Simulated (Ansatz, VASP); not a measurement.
Cs2AgBiBr6 in VASP and in Ansatz

```
Cs Ag Bi Br
1.0
     0.00000    5.67941    5.67941
     5.67941    0.00000    5.67941
     5.67941    5.67941    0.00000
Cs Ag Bi Br
2 1 1 6
Direct
  0.25000 0.25000 0.25000
  0.75000 0.75000 0.75000
  0.00000 0.00000 0.00000
  0.50000 0.50000 0.50000
  0.24861 0.75139 0.75139
  0.24861 0.75139 0.24861
  0.75139 0.24861 0.75139
  0.75139 0.24861 0.24861
  0.75139 0.75139 0.24861
  0.24861 0.24861 0.75139
```

Alike in both runs: task single point; functional PBE; k mesh 4 × 4 × 4; no spin polarisation.

```csv
,VASP,Ansatz
version,VASP 6.6.1,Ansatz 0.2.0
potentials or method,"VASP PAW PBE potentials, release 64 (Cs_sv, Ag, Bi_d, Br)","plane waves, PAW"
plane-wave cutoff (eV),520,420
occupations,"gaussian, width 0.01 eV",fixed
valence electrons in the cell,86,94
```

Ansatz gave:

| Quantity | Value |
| --- | --- |
| gap on the k mesh at the Fermi level (eV) | 1.29 |
| pressure (GPa) | 0.8 |
| rms of the force components (eV/Å) | 0.041 |

Question: Which values does VASP return?

Answer: gap on the k mesh at the Fermi level (eV): 1.29; pressure (GPa): 0.8; rms of the force components (eV/Å): 0.042.

Atom by atom the forces differ by 0.002 eV/Å (rms over components). VASP's potentials hold 86 valence electrons a cell and Ansatz's 94, so a difference there can come from the potentials and not from the codes.

Neither program's run includes spin-orbit coupling.
